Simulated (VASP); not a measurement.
Input of a VASP 6.6.1 run:

Contents of INCAR:

```
ALGO = Normal
EDIFF = 1E-6
ENCUT = 600
GGA = PE
GGA_COMPAT = False
ISIF = 2
ISMEAR = -1
LASPH = True
LCHARG = True
LELF = True
LREAL = False
LVHAR = True
LWAVE = False
NBANDS = 11
NELM = 120
PREC = Accurate
SIGMA = 0.02
```

File KPOINTS:

```
k-points
0
Gamma
  8 8 8
```

File POSCAR:

```
MgSe
1.0
    0.0000000000      2.7072075025      2.7072075025
    2.7072075025      0.0000000000      2.7072075025
    2.7072075025      2.7072075025      0.0000000000
Mg Se
1 1
Direct
    0.0000000000      0.0000000000      0.0000000000
    0.5000000000      0.5000000000      0.5000000000
```

Potentials or basis: VASP PAW PBE potentials, release 64 (Mg, Se).

The run is started by

```console
$ cat potpaw_PBE.64/Mg/POTCAR potpaw_PBE.64/Se/POTCAR > POTCAR
$ mpirun -np 1 vasp_std > vasp.out
```

Problem. What does it give for the pressure?

Solution. 3.4 GPa.

Problem. Estimate the band gap on the k mesh.

Solution. 1.84 eV, indirect (least direct gap 2.74 eV).

 A k mesh can miss the band edges.
